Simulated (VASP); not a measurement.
A run of VASP 6.6.1 is set up as follows.

File INCAR:

```
SYSTEM = Si2W
  PREC = Accurate
  ENCUT = 520
  EDIFF = 1E-6
  ISMEAR = -1
  SIGMA = 0.05
  LREAL = .FALSE.
  LASPH = .TRUE.
  NELM = 100
  ALGO = Normal
  ISIF = 2
  LWAVE = .FALSE.
  LCHARG = .FALSE.
  GGA = PE
  IBRION = 2
  NSW = 80
  EDIFFG = -0.02
  KPAR = 4
```

The input KPOINTS:

```
Automatic mesh
0
G
  14 14 14
  0 0 0
```

POSCAR

```
Si2W
1.0
   -1.6060000000      1.6060000000      3.9400000000
    1.6060000000     -1.6060000000      3.9400000000
    1.6060000000      1.6060000000     -3.9400000000
Si W
2 1
Direct
    0.3330000000      0.3330000000      0.0000000000
    0.6670000000      0.6670000000      0.0000000000
    0.0000000000      0.0000000000      0.0000000000
```

Potentials or basis: VASP PAW PBE potentials, release 64 (Si, W_sv).

The run is started by

```console
$ cat potpaw_PBE.64/Si/POTCAR potpaw_PBE.64/W_sv/POTCAR > POTCAR
$ mpirun -np 4 vasp_std > vasp.out
```

Task: What does it give for the energy gained by relaxing?

Result: 0.8 meV/atom.

Task: Predict the band gap on the k mesh.

Result: Zero (bands 11 and 12 overlap by 1.31 eV).

Forces in eV/Å, atoms in the order of the input:
```
Si   0.000  0.000  0.015
Si   0.000  0.000 -0.015
W    0.000  0.000  0.000
```

Caveat: spin-orbit coupling is left out, which moves the levels of the heavy elements.
